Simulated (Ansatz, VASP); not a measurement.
## One calculation of Pd, two programs

Contents of INCAR:

```
PREC = Accurate
ENCUT = 520
EDIFF = 1E-6
ISMEAR = 0
SIGMA = 0.1
LREAL = F
LASPH = T
NELM = 80
ALGO = Fast
ISIF = 2
LWAVE = F
LCHARG = T
GGA = PE
LELF = T
LVHAR = T
NBANDS = 11
```

Contents of KPOINTS:

```
regular mesh
0
Gamma
  18 18 18
```

POSCAR

```
Pd
1.0
    0.0000000000      1.9907058526      1.9907058526
    1.9907058526      0.0000000000      1.9907058526
    1.9907058526      1.9907058526      0.0000000000
Pd
1
Direct
    0.0000000000      0.0000000000      0.0000000000
```

Input for Ansatz:

```yaml
crystal:
  lattice:
    - [0.0, 1.9907058529, 1.9907058529]
    - [1.9907058529, 0.0, 1.9907058529]
    - [1.9907058529, 1.9907058529, 0.0]
  atoms:
    - { symbol: Pd, position: [0.0, 0.0, 0.0] }
basis:
  ecutwfc: 420
kpoints:
  mp_grid: { grid: [18, 18, 18] }
hamiltonian:
  xc: pbe
scf:
  occupations: { method: gaussian, width: 0.1 }
output:
  forces: true
  stress: true
  eigenvalues: true
```

Alike in both runs: task single point; functional PBE; k mesh 18 × 18 × 18; occupations gaussian, width 0.1 eV; no spin polarisation.

|  | VASP | Ansatz |
| --- | --- | --- |
| version | VASP 6.6.1 | Ansatz 0.2.0 |
| potentials or method | VASP PAW PBE potentials, release 64 (Pd), cutoff 520 eV | scalar-relativistic, plane waves, PAW |
| valence electrons in the cell | 10 | 18 |

```tsv
	VASP	Ansatz	Ansatz less VASP
gap on the k mesh at the Fermi level (eV)	none	none	-
pressure (GPa)	-4.8	-4.6	+0.16
```

A gap of «none» marks a metal or a gap that the smearing closes. With one functional, cell and mesh, what is left measures potentials, basis and numerics. VASP's potentials hold 10 valence electrons a cell and Ansatz's 18, so a difference there can come from the potentials and not from the codes.
